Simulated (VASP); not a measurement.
PrC, 4 atoms in the cell. Symmetry: R3m, No. 160, trigonal system. Conventional cell: a = 3.858 Å, b = 3.858 Å, c = 9.464 Å, α = 90.00°, β = 90.00°, γ = 120.00°. Pr (site symmetry 3m) has 4 C at 2.34 to 2.37 Å within 3.1 Å. C (site symmetry 3m) has 4 Pr at 2.34 to 2.37 Å within 3.1 Å. 

```yaml
Program: VASP 6.6.1
Task: single point
Functional: PBE
Potentials_or_basis: VASP PAW PBE potentials, release 64 (Pr, C)
Cutoff: 520 eV
k_mesh: 12 × 12 × 6
Occupations: gaussian, width 0.05 eV
Spin: collinear spin, antiferromagnetic start
Starting_moments: "[1.53, -1.53, 0.0, 0.0] μB"
Dipole_correction: no
Further_INCAR_settings: ALGO = Normal; EDIFF = 1e-07; NBANDS = 29
```

Potentials or basis: VASP PAW PBE potentials, release 64 (Pr, C).

Command:

```sh
$ cat potpaw_PBE.64/Pr/POTCAR potpaw_PBE.64/C/POTCAR > POTCAR
$ mpirun -np 1 vasp_std > vasp.out
```

Hardware: 1 thread of Intel(R) Xeon(R) Platinum 8488C (Sapphire Rapids), on a shared host.

Question: Estimate the wall time of this run.

Answer: It took 35 min on 1 thread of Intel(R) Xeon(R) Platinum 8488C (Sapphire Rapids), with other jobs on the host, peak memory 0.52 GiB. Counts: scf iterations 62, k points 98.
